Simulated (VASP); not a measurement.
Here is a VASP 6.6.1 calculation.

The input INCAR:

```
PREC = Accurate
ENCUT = 520
EDIFF = 1E-7
ISMEAR = 0
SIGMA = 0.1
LREAL = False
LASPH = True
NELM = 80
ALGO = Normal
ISIF = 2
LWAVE = False
LCHARG = False
GGA = PE
NBANDS = 37
```

Contents of KPOINTS:

```
regular mesh
0
Gamma
  4 4 4
```

Contents of POSCAR:

```
HfSi2O6
1.0
    4.9540206095     -2.5088838572      0.0000000000
    4.9540206095      2.5088838572      0.0000000000
   -0.1751983964      0.0000000000      5.8844491980
Hf Si O
1 2 6
Direct
    0.4596657662      0.5403342338      0.5000000000
    0.0141662508      0.4819648089      0.8450773435
    0.5180351911      0.9858337492      0.1549226565
    0.5722181994      0.2064462630      0.2997853740
    0.8474979322      0.6960327694      0.0681790952
    0.7935537370      0.4277818006      0.7002146260
    0.3738656785      0.8713003294      0.3153652571
    0.3039672306      0.1525020678      0.9318209048
    0.1286996706      0.6261343215      0.6846347429
```

Potentials or basis: VASP PAW PBE potentials, release 64 (Hf_pv, Si, O).

Command:

```bash
$ cat potpaw_PBE.64/Hf_pv/POTCAR potpaw_PBE.64/Si/POTCAR potpaw_PBE.64/O/POTCAR > POTCAR
$ mpirun -np 1 vasp_std > vasp.out
```

Question: Predict the largest force.

Answer: 0.627 eV/Å.

Question: Estimate the pressure.

Answer: -0.3 GPa.

Question: Estimate the band gap on the k mesh.

Answer: 5.02 eV (least direct gap 5.28 eV).

Forces on the atoms (eV/Å):
```
Hf   0.000 -0.037  0.000
Si  -0.590 -0.199  0.073
Si   0.590 -0.199 -0.073
O   -0.161  0.083 -0.088
O   -0.097  0.183  0.047
O    0.161  0.083  0.088
O   -0.420 -0.048  0.330
O    0.097  0.183 -0.047
O    0.420 -0.048 -0.330
```

Caveat: spin-orbit coupling is left out, which moves the levels of the heavy elements. A k mesh can miss the band edges.
